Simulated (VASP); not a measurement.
Set up this calculation in VASP 6.6.1, as the native input.

- Task: single point
- Functional: r2SCAN
- Potentials or basis: VASP PAW PBE potentials, release 64 (In_d, As)
- Cutoff: 520 eV
- k mesh: 5 × 5 × 5
- Occupations: gaussian, width 0.01 eV
- Spin: no spin polarisation
- Dipole correction: no
- Further INCAR settings: ALGO = Normal; EDIFF = 1e-07; NBANDS = 16

The system is InAs.

```
In As
1.0
     0.00000    3.05406    3.05406
     3.05406    0.00000    3.05406
     3.05406    3.05406    0.00000
In As
1 1
Direct
  0.00000 0.00000 0.00000
  0.25000 0.25000 0.25000
```

These files were run (other wordings do the same):

POSCAR

```
InAs
1.0
    0.0000000000      3.0540581039      3.0540581039
    3.0540581039      0.0000000000      3.0540581039
    3.0540581039      3.0540581039      0.0000000000
In As
1 1
Direct
    0.0000000000      0.0000000000      0.0000000000
    0.2500000000      0.2500000000      0.2500000000
```

INCAR.step1

```
SYSTEM = InAs
  ALGO = Normal
  EDIFF = 1E-4
  ENCUT = 520
  GGA = PE
  ISMEAR = 0
  LASPH = .TRUE.
  LCHARG = .FALSE.
  LREAL = .FALSE.
  LWAVE = .TRUE.
  NBANDS = 16
  NELM = 80
  PREC = Accurate
  SIGMA = 0.01
```

INCAR.step2

```
SYSTEM = InAs
  ALGO = Normal
  EDIFF = 1E-7
  ENCUT = 520
  ISIF = 2
  ISMEAR = 0
  ISTART = 1
  LASPH = .TRUE.
  LCHARG = .FALSE.
  LMIXTAU = .TRUE.
  LREAL = .FALSE.
  LWAVE = .FALSE.
  METAGGA = R2SCAN
  NBANDS = 16
  NELM = 80
  PREC = Accurate
  SIGMA = 0.01
```

KPOINTS

```
k-points
0
G
  5 5 5
  0 0 0
```

Potentials or basis: VASP PAW PBE potentials, release 64 (In_d, As).

Command:

```sh
$ cat potpaw_PBE.64/In_d/POTCAR potpaw_PBE.64/As/POTCAR > POTCAR
$ cp INCAR.step1 INCAR
$ mpirun -np 1 vasp_std > vasp.out
$ cp INCAR.step2 INCAR
$ mpirun -np 1 vasp_std > vasp.out
```

Results of the run:

```
Pressure               : 0.0 GPa
Band gap on the k mesh : 0.08 eV, direct
```

Caveat: the PAW data sets were made with another functional, which shifts forces and pressure a little; spin-orbit coupling is left out, which moves the levels of the heavy elements.

Run time: 83 s on 1 thread of Intel Xeon 8259CL (shared host), peak memory 0.19 GiB.
